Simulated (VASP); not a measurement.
# K (Pm-3m) in VASP: a series of runs, part 2 of 2

VASP 6.6.1. Earlier steps stand in the parts before.

## Step 6: Single point, PBE (volume scaled by 0.65)

File INCAR:

```
  ALGO = Normal
  EDIFF = 1E-7
  ENCUT = 520
  GGA = PE
  ISIF = 2
  ISMEAR = -1
  LASPH = True
  LCHARG = False
  LREAL = False
  LWAVE = False
  NBANDS = 10
  NELM = 60
  PREC = Accurate
  SIGMA = 0.08
```

File KPOINTS:

```
k-points
0
Gamma
  10 10 10
```

File POSCAR:

```
K
1.0
    3.7269251853      0.0000000000      0.0000000000
    0.0000000000      3.7269251853      0.0000000000
    0.0000000000      0.0000000000      3.7269251853
K
1
Direct
    0.0000000000      0.0000000000      0.0000000000
```

Potentials or basis: VASP PAW PBE potentials, release 64 (K_sv).

Command:

```
$ cat potpaw_PBE.64/K_sv/POTCAR > POTCAR
$ mpirun -np 1 vasp_std > vasp.out
```

OUTCAR:

```text
EDIFF = 1E-7
   ENCUT = 520
   GGA = PE
   ISIF = 2
   ISMEAR = -1
   LASPH = True
   LREAL = False
   NELM = 60
   PREC = Accurate

 ion  position               nearest neighbor table
   1  0.000  0.000  0.000-

  LATTYP: Found a simple cubic cell.
 ALAT       =     3.7269251853

  Lattice vectors:

 A1 = (   3.7269251853,   0.0000000000,   0.0000000000)
 A2 = (   0.0000000000,   3.7269251853,   0.0000000000)
 A3 = (   0.0000000000,   0.0000000000,   3.7269251853)

Analysis of symmetry for initial positions (statically):
=====================================================================
 Subroutine PRICEL returns:
 Original cell was already a primitive cell.

 Routine SETGRP: Setting up the symmetry group for a
 simple cubic supercell.

 Subroutine GETGRP returns: Found 48 space group operations
 (whereof 48 operations were pure point group operations)
 out of a pool of 48 trial point group operations.

The static configuration has the point symmetry O_h .

Analysis of symmetry for dynamics (positions and initial velocities):
=====================================================================
 Subroutine PRICEL returns:
 Original cell was already a primitive cell.

 Routine SETGRP: Setting up the symmetry group for a
 simple cubic supercell.

 Subroutine GETGRP returns: Found 48 space group operations
 (whereof 48 operations were pure point group operations)
 out of a pool of 48 trial point group operations.

The dynamic configuration has the point symmetry O_h .

 Subroutine INISYM returns: Found 48 space group operations
 (whereof 48 operations are pure point group operations),
 and found     1 'primitive' translations

----------------------------------------------------------------------------------------

                                     Primitive cell

  volume of cell :      51.7669

  direct lattice vectors                    reciprocal lattice vectors
     3.726925185  0.000000000  0.000000000     0.268317702  0.000000000  0.000000000
     0.000000000  3.726925185  0.000000000     0.000000000  0.268317702  0.000000000
     0.000000000  0.000000000  3.726925185     0.000000000  0.000000000  0.268317702

  length of vectors
     3.726925185  3.726925185  3.726925185     0.268317702  0.268317702  0.268317702

  position of ions in fractional coordinates (direct lattice)
     0.000000000  0.000000000  0.000000000

  ion indices of the primitive-cell ions
   primitive index   ion index
                 1           1

----------------------------------------------------------------------------------------

 KPOINTS: k-points

Automatic generation of k-mesh.
 Grid dimensions read from file:
 generate k-points for:   10   10   10

 Generating k-lattice:

  Cartesian coordinates                     Fractional coordinates (reciprocal lattice)
     0.026831770  0.000000000  0.000000000     0.100000000  0.000000000  0.000000000
     0.000000000  0.026831770  0.000000000     0.000000000  0.100000000  0.000000000
     0.000000000  0.000000000  0.026831770     0.000000000  0.000000000  0.100000000

  Length of vectors
     0.026831770  0.026831770  0.026831770

  Shift w.r.t. Gamma in fractional coordinates (k-lattice)
     0.000000000  0.000000000  0.000000000

 Subroutine IBZKPT returns following result:
 ===========================================

 Found     56 irreducible k-points:

 Following reciprocal coordinates:
            Coordinates               Weight
  0.000000  0.000000  0.000000      1.000000
  0.100000  0.000000  0.000000      6.000000
  0.200000  0.000000  0.000000      6.000000
  0.300000  0.000000  0.000000      6.000000
  0.400000  0.000000  0.000000      6.000000
  0.500000  0.000000  0.000000      3.000000
[... 16 lines left out ...]
  0.200000  0.100000  0.100000     24.000000
  0.300000  0.100000  0.100000     24.000000
 [... further k-points ...]
   k-points           NKPTS =     56   k-points in BZ     NKDIM =     56   number of bands    NBANDS=     10
   number of dos      NEDOS =    301   number of ions     NIONS =      1
   total plane-waves  NPLWV =  21952
   dimension x,y,z NGX =    28 NGY =   28 NGZ =   28
   dimension x,y,z NGXF=    56 NGYF=   56 NGZF=   56
   ions per type =               1
   NGX,Y,Z   is equivalent  to a cutoff of  12.49, 12.49, 12.49 a.u.
   NGXF,Y,Z  is equivalent  to a cutoff of  24.98, 24.98, 24.98 a.u.
 SYSTEM =  unknown system
   PREC   = accura    normal or accurate (medium, high low for compatibility)
   ISTART =      0    job   : 0-new  1-cont  2-samecut
   ICHARG =      2    charge: 1-file 2-atom 10-const
   ISPIN  =      1    spin polarized calculation?
   LNONCOLLINEAR =      F non collinear calculations
   LSORBIT =      F    spin-orbit coupling
   LASPH  =      T    aspherical Exc in radial PAW
   ENCUT  =  520.0 eV  38.22 Ry    6.18 a.u.   6.93  6.93  6.93*2*pi/ulx,y,z
   NELM   =     60;   NELMIN=  2; NELMDL= -5     # of ELM steps
   EDIFF  = 0.1E-06   stopping-criterion for ELM
   LREAL  =      F    real-space projection
   EDIFFG = 0.1E-05   stopping-criterion for IOM
   NSW    =      0    number of steps for IOM
   IBRION =     -1    ionic relax: 0-MD 1-quasi-New 2-CG
   NFREE  =      0    steps in history (QN), initial steepest desc. (CG)
   ISIF   =      2    stress and relaxation
   ISYM   =      2    0-nonsym 1-usesym 2-fastsym
   POTIM  = 0.5000    time-step for ionic-motion
   TEBEG  =    0.0;   TEEND  =   0.0 temperature during run
   PSTRESS=    0.0 pullay stress
   NELECT =       9.0000    total number of electrons
   NUPDOWN=      -1.0000    fix difference up-down
   EMIN   =  10.00;   EMAX   =-10.00  energy-range for DOS
   EFERMI =   0.00;   METHOD = LEGACY
   ISMEAR =    -1;   SIGMA  =   0.08  broadening in eV -4-tet -1-fermi 0-gaus
   EFERMI_NEDOS =   21; number of points for ismear=-14 and -15
   IALGO  =     38    algorithm
   IMIX   =      4    mixing-type and parameters
     AMIX     =   0.40;   BMIX     =  1.00
     AMIX_MAG =   1.60;   BMIX_MAG =  1.00
  volume/ion in A,a.u.               =      51.77       349.34
  Fermi-wavevector in a.u.,A,eV,Ry     =   0.913703  1.726648 11.358864  0.834853
  Thomas-Fermi vector in A             =   2.038245
   LORBIT       =      0    0 simple, 1 ext, 2 COOP (PROOUT), +10 PAW based schemes
   GGA     = PE    functional components
   LHFCALC =     F    Hartree Fock is set to
   AEXX    =    0.0000 exact exchange contribution
   IVDW    =     0    specifies the selected vdW correction
   LEPSILON=     F    determine dielectric tensor
   LRPA    =     F    only Hartree local field effects (RPA)
 non-spin polarized calculation
  energy-cutoff  :      520.00
  volume of cell :       51.77
 maximum number of plane-waves:      1412
 NGX is ok and might be reduce to    28
   NGX = 13   NGY = 13   NGZ = 13

 number of electron       8.9999999 magnetization

 Free energy of the ion-electron system (eV)
  ---------------------------------------------------
  ext. energy  EPLUGINS =         0.00000000
  ---------------------------------------------------
  free energy    TOTEN  =        -0.79026059 eV

  energy without entropy =       -0.77556626  energy(sigma->0) =       -0.78291342

 E-fermi :   0.8792     XC(G=0):  -6.5758

 val. band max:        0.8481572146   @ k =   0.4000   0.2000   0.2000
 cond. band min:       0.8893435123   @ k =   0.4000   0.3000   0.0000
 fundamental gap:      0.0411862976
 Fermi energy:         0.8791500989

 k-point     1 :       0.0000    0.0000    0.0000
  band No.  band energies     occupation
      1     -31.4501      2.00000
      2     -14.7958      2.00000
      3     -14.7958      2.00000
      4     -14.7958      2.00000
      5      -1.8193      2.00000
      6       3.6855      0.00000
      7       3.6855      0.00000
      8       7.9894      0.00000
      9       7.9894      0.00000
     10       7.9894      0.00000
[... 287 lines left out ...]
 k-point    24 :       0.3000    0.1000    0.1000
  band No.  band energies     occupation
      1     -31.4286      2.00000
      2     -15.0007      2.00000
      3     -14.8065      2.00000
      4     -14.8026      2.00000
      5      -0.4582      2.00000
      6       3.0623      0.00000
      7       4.1827      0.00000
      8       6.1117      0.00000
      9       6.1276      0.00000
     10       7.5605      0.00000

 [... further k-points ...]

------------------------ aborting loop because EDIFF is reached ----------------------------------------

  FORCE on cell =-STRESS in cart. coord.  units (eV):
  Direction    XX          YY          ZZ          XY          YZ          ZX
  --------------------------------------------------------------------------------------
  -------------------------------------------------------------------------------------
  Total        0.8423192      0.8423192      0.8423192     -0.0000000      0.0000000     -0.0000000
  in kB       26.0696529     26.0696529     26.0696529     -0.0000000      0.0000000     -0.0000000
  external PRESSURE =      26.0696529 kB  Pullay stress =       0.0000000 kB

 VOLUME and BASIS-vectors are now :
 -----------------------------------------------------------------------------
  energy-cutoff  :      520.00
  volume of cell :       51.77
      direct lattice vectors                 reciprocal lattice vectors
     3.726925185  0.000000000  0.000000000     0.268317702  0.000000000  0.000000000
     0.000000000  3.726925185  0.000000000     0.000000000  0.268317702  0.000000000
     0.000000000  0.000000000  3.726925185     0.000000000  0.000000000  0.268317702

 POSITION                                       TOTAL-FORCE (eV/Angst)
 -----------------------------------------------------------------------------------
      0.00000      0.00000      0.00000         0.000000      0.000000      0.000000
 -----------------------------------------------------------------------------------
    total drift:                               -0.000000     -0.000000     -0.000000

  FREE ENERGIE OF THE ION-ELECTRON SYSTEM (eV)
  ---------------------------------------------------
  free  energy   TOTEN  =        -0.7902605923 eV

  energy  without entropy=       -0.7755662552  energy(sigma->0) =       -0.78291342
```

stdout:

```text
POSCAR found type information on POSCAR K
 POSCAR found :  1 types and       1 ions
 scaLAPACK will be used
 LDA part: xc-table for (Slater+PW92), standard interpolation
 POSCAR, INCAR and KPOINTS ok, starting setup
 FFT: planning ... GRIDC
 FFT: planning ... GRID_SOFT
 FFT: planning ... GRID
 WAVECAR not read
 entering main loop
```

Run time: 23 s. Hardware: 1 thread of AMD EPYC 7R43 (Zen 3), shared host; peak memory 0.13 GiB.

Results:

```yaml
Free_energy: -0.7903 eV
Pressure: 2.6 GPa
```

## Step 7: The runs side by side

```tsv
cell	gap on the mesh (eV)	pressure (GPa)
a = 3.170 Å, 1 atom	none	12.2
a = 3.297 Å, 1 atom	none	9.3
a = 3.525 Å, 1 atom	none	5.0
a = 3.727 Å, 1 atom	none	2.6
```

Alike in all rows: task single point; level PBE; potentials or basis VASP PAW PBE potentials, release 64 (K_sv); no spin polarisation; k mesh 10 × 10 × 10; cutoff (eV) 520; smearing fermi-dirac 0.08 eV.

Absolute energies hang on the potentials; compare differences alone.
